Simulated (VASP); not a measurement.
# CoO in VASP: further runs

CoO is run at these levels: PBE+U; tasks: single point, relaxation of shape and atoms at fixed volume.

Program: VASP 6.6.1. These are calculated values, not measurements. Logs are shortened: lines on timing, memory, paths and dates and some standing lists are left out, and cuts for length are marked.

### Step 1. The cell of the first run

The structure is hexagonal, space group P6_3/mmc (No. 194). The conventional cell has a = 2.982 Å, b = 2.982 Å, c = 5.211 Å, α = 90.00°, β = 90.00°, γ = 120.00°. Co (site symmetry -3m) has 6 O at 2.16 Å and 8 Co at 2.61 to 2.98 Å within 3.0 Å. O (site symmetry -6m2) has 6 Co at 2.16 Å and 6 O at 2.98 Å within 3.0 Å.

### Step 2. Single point, PBE+U, collinear spin, ferromagnetic start

INCAR

```
  PREC = Accurate
  ENCUT = 600
  EDIFF = 1E-6
  ISMEAR = 0
  SIGMA = 0.05
  LREAL = F
  LASPH = T
  NELM = 200
  ALGO = Normal
  ISIF = 2
  LWAVE = F
  LCHARG = F
  ISPIN = 2
  MAGMOM = 0.5 0.5 0 0
  LORBIT = 11
  LMAXMIX = 4
  LDAU = T
  LDAUTYPE = 2
  LDAUL = 2 -1
  LDAUU = 3.3 0
  LDAUJ = 0 0
  LDAUPRINT = 1
  GGA = PE
  NBANDS = 27
  GGA_COMPAT = F
```

KPOINTS

```
regular mesh
0
Gamma
  12 12 6
```

POSCAR

```
CoO
1.0
    2.9815252878      0.0000000000      0.0000000000
   -1.4907626439      2.5820766413      0.0000000000
    0.0000000000      0.0000000000      5.2109509009
Co O
2 2
Direct
    0.0000000000      0.0000000000      0.0000000000
    0.0000000000      0.0000000000      0.5000000000
    0.3333333333      0.6666666667      0.2500001587
    0.6666666667      0.3333333333      0.7499998413
```

Potentials or basis: VASP PAW PBE potentials, release 64 (Co, O).

Command:

```sh
cat potpaw_PBE.64/Co/POTCAR potpaw_PBE.64/O/POTCAR > POTCAR
mpirun -np 1 vasp_std > vasp.out
```

OUTCAR:

```text
PREC = Accurate
   ENCUT = 600
   EDIFF = 1E-6
   ISMEAR = 0
   LREAL = F
   LASPH = T
   NELM = 200
   ISIF = 2
   ISPIN = 2
   LORBIT = 11
   GGA = PE

 ion  position               nearest neighbor table
   1  0.000  0.000  0.000-   3 2.16   4 2.16   4 2.16   3 2.16   4 2.16   3 2.16   2 2.61   2 2.61

   2  0.000  0.000  0.500-   3 2.16   4 2.16   4 2.16   3 2.16   4 2.16   3 2.16   1 2.61   1 2.61

   3  0.333  0.667  0.250-   2 2.16   2 2.16   2 2.16   1 2.16   1 2.16   1 2.16
   4  0.667  0.333  0.750-   2 2.16   2 2.16   2 2.16   1 2.16   1 2.16   1 2.16

  LATTYP: Found a hexagonal cell.
 ALAT       =     2.9815252878
 C/A-ratio  =     1.7477466726

  Lattice vectors:

 A1 = (   2.9815252878,   0.0000000000,   0.0000000000)
 A2 = (  -1.4907626439,   2.5820766413,   0.0000000000)
 A3 = (   0.0000000000,   0.0000000000,   5.2109509009)

Analysis of symmetry for initial positions (statically):
=====================================================================
 Subroutine PRICEL returns:
 Original cell was already a primitive cell.

 Routine SETGRP: Setting up the symmetry group for a
 hexagonal supercell.

 Subroutine GETGRP returns: Found 24 space group operations
 (whereof 12 operations were pure point group operations)
 out of a pool of 24 trial point group operations.

The static configuration has the point symmetry D_3d.
 The point group associated with its full space group is D_6h.

Analysis of symmetry for dynamics (positions and initial velocities):
=====================================================================
 Subroutine PRICEL returns:
 Original cell was already a primitive cell.

 Routine SETGRP: Setting up the symmetry group for a
 hexagonal supercell.

 Subroutine GETGRP returns: Found 24 space group operations
 (whereof 12 operations were pure point group operations)
 out of a pool of 24 trial point group operations.

The dynamic configuration has the point symmetry D_3d.
 The point group associated with its full space group is D_6h.

Analysis of structural, dynamic, and magnetic symmetry:
=====================================================================
 Subroutine PRICEL returns:
 Original cell was already a primitive cell.

 Routine SETGRP: Setting up the symmetry group for a
 hexagonal supercell.

 Subroutine GETGRP returns: Found 24 space group operations
 (whereof 12 operations were pure point group operations)
 out of a pool of 24 trial point group operations.

The overall configuration has the point symmetry D_3d.
 The point group associated with its full space group is D_6h.

 Subroutine INISYM returns: Found 24 space group operations
 (whereof 12 operations are pure point group operations),
 and found     1 'primitive' translations

----------------------------------------------------------------------------------------

                                     Primitive cell

  volume of cell :      40.1166

  direct lattice vectors                    reciprocal lattice vectors
     2.981525288  0.000000000  0.000000000     0.335398799  0.193642587  0.000000000
[... 144 lines left out ...]

spin component  2

  0.5163 -0.0000  0.0000  0.4073  0.0000
 -0.0000  0.5655  0.0000  0.0000  0.4073
  0.0000  0.0000  0.0659 -0.0000  0.0000
  0.4073  0.0000 -0.0000  0.5655  0.0000
  0.0000  0.4073  0.0000  0.0000  0.5163

 occupancies and eigenvectors

  o =  0.0659  v =  0.0000  0.0000  0.0000  0.0000  0.0000  0.0000  0.0000  1.0000 -0.0000 -0.0000      0.0000  0.0000  0.0000  0.0000  0.0000  0.0000  0.0000  0.0000  0.0000  0.0000
  o =  0.1328  v =  0.0000  0.0000  0.0000  0.0000  0.0000 -0.7281 -0.0000  0.0000  0.6855  0.0000      0.0000  0.0000  0.0000  0.0000  0.0000  0.0000  0.0000  0.0000  0.0000  0.0000
  o =  0.1328  v =  0.0000  0.0000  0.0000  0.0000  0.0000  0.0000 -0.6855  0.0000 -0.0000  0.7281      0.0000  0.0000  0.0000  0.0000  0.0000  0.0000  0.0000  0.0000  0.0000  0.0000
  o =  0.9490  v =  0.0000  0.0000  0.0000  0.0000  0.0000  0.6855  0.0000 -0.0000  0.7281  0.0000      0.0000  0.0000  0.0000  0.0000  0.0000  0.0000  0.0000  0.0000  0.0000  0.0000
  o =  0.9490  v =  0.0000  0.0000  0.0000  0.0000  0.0000  0.0000  0.7281  0.0000  0.0000  0.6855      0.0000  0.0000  0.0000  0.0000  0.0000  0.0000  0.0000  0.0000  0.0000  0.0000
  o =  0.9653  v = -0.8411  0.0000 -0.0000 -0.5408  0.0000  0.0000  0.0000  0.0000  0.0000  0.0000      0.0000  0.0000  0.0000  0.0000  0.0000  0.0000  0.0000  0.0000  0.0000  0.0000
  o =  0.9653  v =  0.0000  0.5408 -0.0000  0.0000  0.8411  0.0000  0.0000  0.0000  0.0000  0.0000      0.0000  0.0000  0.0000  0.0000  0.0000  0.0000  0.0000  0.0000  0.0000  0.0000
  o =  0.9707  v = -0.0000 -0.0000 -1.0000  0.0000 -0.0000  0.0000  0.0000  0.0000  0.0000  0.0000      0.0000  0.0000  0.0000  0.0000  0.0000  0.0000  0.0000  0.0000  0.0000  0.0000
  o =  1.0083  v = -0.5408 -0.0000  0.0000  0.8411  0.0000  0.0000  0.0000  0.0000  0.0000  0.0000      0.0000  0.0000  0.0000  0.0000  0.0000  0.0000  0.0000  0.0000  0.0000  0.0000
  o =  1.0083  v =  0.0000 -0.8411  0.0000 -0.0000  0.5408  0.0000  0.0000  0.0000  0.0000  0.0000      0.0000  0.0000  0.0000  0.0000  0.0000  0.0000  0.0000  0.0000  0.0000  0.0000

atom =   2  type =  1  l = 2

 onsite density matrix

spin component  1

  0.9779 -0.0000 -0.0000  0.0195 -0.0000
 -0.0000  0.9957  0.0000 -0.0000  0.0195
 -0.0000  0.0000  0.9707 -0.0000  0.0000
  0.0195 -0.0000 -0.0000  0.9957  0.0000
 -0.0000  0.0195  0.0000  0.0000  0.9779

spin component  2

  0.5163  0.0000 -0.0000 -0.4073  0.0000
  0.0000  0.5655 -0.0000  0.0000 -0.4073
 -0.0000 -0.0000  0.0659  0.0000  0.0000
 -0.4073  0.0000  0.0000  0.5655  0.0000
  0.0000 -0.4073  0.0000  0.0000  0.5163

 occupancies and eigenvectors

  o =  0.0659  v =  0.0000  0.0000  0.0000  0.0000  0.0000  0.0000  0.0000 -1.0000  0.0000  0.0000      0.0000  0.0000  0.0000  0.0000  0.0000  0.0000  0.0000  0.0000  0.0000  0.0000
  o =  0.1328  v =  0.0000  0.0000  0.0000  0.0000  0.0000 -0.7281  0.0000 -0.0000 -0.6855  0.0000      0.0000  0.0000  0.0000  0.0000  0.0000  0.0000  0.0000  0.0000  0.0000  0.0000
  o =  0.1328  v =  0.0000  0.0000  0.0000  0.0000  0.0000  0.0000  0.6855  0.0000 -0.0000  0.7281      0.0000  0.0000  0.0000  0.0000  0.0000  0.0000  0.0000  0.0000  0.0000  0.0000
  o =  0.9490  v =  0.0000  0.0000  0.0000  0.0000  0.0000 -0.6855  0.0000  0.0000  0.7281 -0.0000      0.0000  0.0000  0.0000  0.0000  0.0000  0.0000  0.0000  0.0000  0.0000  0.0000
  o =  0.9490  v =  0.0000  0.0000  0.0000  0.0000  0.0000  0.0000 -0.7281  0.0000  0.0000  0.6855      0.0000  0.0000  0.0000  0.0000  0.0000  0.0000  0.0000  0.0000  0.0000  0.0000
  o =  0.9653  v =  0.8411  0.0000  0.0000 -0.5408 -0.0000  0.0000  0.0000  0.0000  0.0000  0.0000      0.0000  0.0000  0.0000  0.0000  0.0000  0.0000  0.0000  0.0000  0.0000  0.0000
  o =  0.9653  v = -0.0000  0.5408  0.0000  0.0000 -0.8411  0.0000  0.0000  0.0000  0.0000  0.0000      0.0000  0.0000  0.0000  0.0000  0.0000  0.0000  0.0000  0.0000  0.0000  0.0000
  o =  0.9707  v = -0.0000  0.0000 -1.0000  0.0000 -0.0000  0.0000  0.0000  0.0000  0.0000  0.0000      0.0000  0.0000  0.0000  0.0000  0.0000  0.0000  0.0000  0.0000  0.0000  0.0000
  o =  1.0083  v = -0.5408  0.0000  0.0000 -0.8411  0.0000  0.0000  0.0000  0.0000  0.0000  0.0000      0.0000  0.0000  0.0000  0.0000  0.0000  0.0000  0.0000  0.0000  0.0000  0.0000
  o =  1.0083  v =  0.0000  0.8411  0.0000  0.0000  0.5408  0.0000  0.0000  0.0000  0.0000  0.0000      0.0000  0.0000  0.0000  0.0000  0.0000  0.0000  0.0000  0.0000  0.0000  0.0000

 number of electron      29.9999993 magnetization       6.0002039

 Free energy of the ion-electron system (eV)
  ---------------------------------------------------
  ext. energy  EPLUGINS =         0.00000000
  ---------------------------------------------------
  free energy    TOTEN  =       -23.81701121 eV

  energy without entropy =      -23.81700947  energy(sigma->0) =      -23.81701034

 E-fermi :   6.8093     XC(G=0): -12.1176

 val. band max:        6.7069772582   @ k =   0.5000   0.0000   0.0000
 cond. band min:       6.8962443243   @ k =   0.0000   0.0000   0.0000
 fundamental gap:      0.1892670661
 Fermi energy:         6.8092988052

 spin component 1

 k-point     1 :       0.0000    0.0000    0.0000
  band No.  band energies     occupation
      1     -12.2604      1.00000
      2     -11.2291      1.00000
      3      -0.8084      1.00000
      4       0.7115      1.00000
      5       0.7115      1.00000
      6       0.9027      1.00000
[... 1433 lines left out ...]
     26      23.5861      0.00000
     27      24.9806      0.00000

 [... further k-points ...]

------------------------ aborting loop because EDIFF is reached ----------------------------------------

  FORCE on cell =-STRESS in cart. coord.  units (eV):
  Direction    XX          YY          ZZ          XY          YZ          ZX
  --------------------------------------------------------------------------------------
  -------------------------------------------------------------------------------------
  Total       -0.4858657     -0.4858657      0.2092467      0.0000000      0.0000000     -0.0000000
  in kB      -19.4044891    -19.4044891      8.3568872      0.0000000      0.0000000     -0.0000000
  external PRESSURE =     -10.1506970 kB  Pullay stress =       0.0000000 kB

 VOLUME and BASIS-vectors are now :
 -----------------------------------------------------------------------------
  energy-cutoff  :      600.00
  volume of cell :       40.12
      direct lattice vectors                 reciprocal lattice vectors
     2.981525288  0.000000000  0.000000000     0.335398799  0.193642587  0.000000000
    -1.490762644  2.582076641  0.000000000     0.000000000  0.387285173  0.000000000
     0.000000000  0.000000000  5.210950901     0.000000000  0.000000000  0.191903554

 POSITION                                       TOTAL-FORCE (eV/Angst)
 -----------------------------------------------------------------------------------
      0.00000      0.00000      0.00000        -0.000000      0.000000     -0.000000
      0.00000      0.00000      2.60548        -0.000000      0.000000     -0.000000
     -0.00000      1.72138      1.30274         0.000000     -0.000000     -0.000000
      1.49076      0.86069      3.90821        -0.000000      0.000000      0.000000
 -----------------------------------------------------------------------------------
    total drift:                                0.000000     -0.000000      0.000000

  FREE ENERGIE OF THE ION-ELECTRON SYSTEM (eV)
  ---------------------------------------------------
  free  energy   TOTEN  =       -23.8170112093 eV

  energy  without entropy=      -23.8170094713  energy(sigma->0) =      -23.81701034

 total charge

# of ion       s       p       d       tot
------------------------------------------
    1        0.303   0.364   7.124   7.791
    2        0.303   0.364   7.124   7.791
    3        1.549   3.431   0.000   4.980
    4        1.549   3.431   0.000   4.980
--------------------------------------------------
tot          3.704   7.589  14.248  25.542

 magnetization (x)

# of ion       s       p       d       tot
------------------------------------------
    1        0.017   0.014   2.686   2.717
    2        0.017   0.014   2.686   2.717
    3        0.023   0.212   0.000   0.235
    4        0.023   0.212   0.000   0.235
--------------------------------------------------
tot          0.081   0.451   5.373   5.905
```

It took 3 min on 1 thread of Oxide Virtual Turin-like, shared host; peak memory 0.25 GiB.

Results:

| Item | Value |
| --- | --- |
| Free energy | -23.8170 eV |
| Pressure | -1.0 GPa |
| Band gap on the k mesh | 0.19 eV (least direct gap 0.21 eV) |
| Net moment | 6.00 μB per cell |
| Site moments | Co +2.72; O +0.23 μB |
| Valence electrons inside the program's atomic spheres | Co 7.79; O 4.98 |

Stress tensor (GPa, compression positive):
```
-1.94  0.00  0.00
 0.00 -1.94  0.00
 0.00  0.00  0.84
```

Levels at points of the mesh, in eV from the valence-band top:
Spin up:
```csv
k point,band 16,band 17,band 18,band 19,band 20,band 21
"(0.00, 0.00, 0.00)",-1.86,-0.02,-0.02,1.48,5.99,9.03
"(0.50, 0.00, 0.00)",-2.28,-0.42,0.00,6.38,8.19,8.29
"(0.00, 0.00, 0.50)",-0.76,-0.76,-0.76,4.16,4.16,11.24
"(0.50, 0.00, 0.50)",-1.31,-1.12,-1.12,6.21,6.21,10.02
```
Spin down:
| k point | band 8 | band 9 | band 10 | band 11 | band 12 | band 13 | band 14 | band 15 | band 16 | band 17 |
| --- | --- | --- | --- | --- | --- | --- | --- | --- | --- | --- |
| (0.00, 0.00, 0.00) | -1.91 | -1.45 | -1.45 | -1.44 | -1.44 | 0.19 | 2.10 | 2.10 | 2.14 | 3.08 |
| (0.50, 0.00, 0.00) | -2.55 | -1.79 | -1.77 | -1.11 | -0.43 | 1.50 | 2.57 | 2.63 | 2.95 | 3.93 |
| (0.00, 0.00, 0.50) | -2.34 | -1.70 | -1.70 | -1.70 | -1.70 | 1.53 | 1.53 | 3.16 | 3.16 | 3.16 |
| (0.50, 0.00, 0.50) | -3.29 | -1.65 | -1.65 | -0.64 | -0.64 | 2.14 | 2.14 | 3.21 | 3.21 | 3.25 |

Eigenvalues of the final occupation matrices:
```
    site  spin  trace               eigenvalues
site 1 d     1   4.92  0.97 0.97 0.97 1.01 1.01
site 1 d     2   2.23  0.07 0.13 0.13 0.95 0.95
site 2 d     1   4.92  0.97 0.97 0.97 1.01 1.01
site 2 d     2   2.23  0.07 0.13 0.13 0.95 0.95
```

(Part 1 of 2 ends here.)

The gap in the log of VASP goes by the Fermi energy; the results here count the filled bands.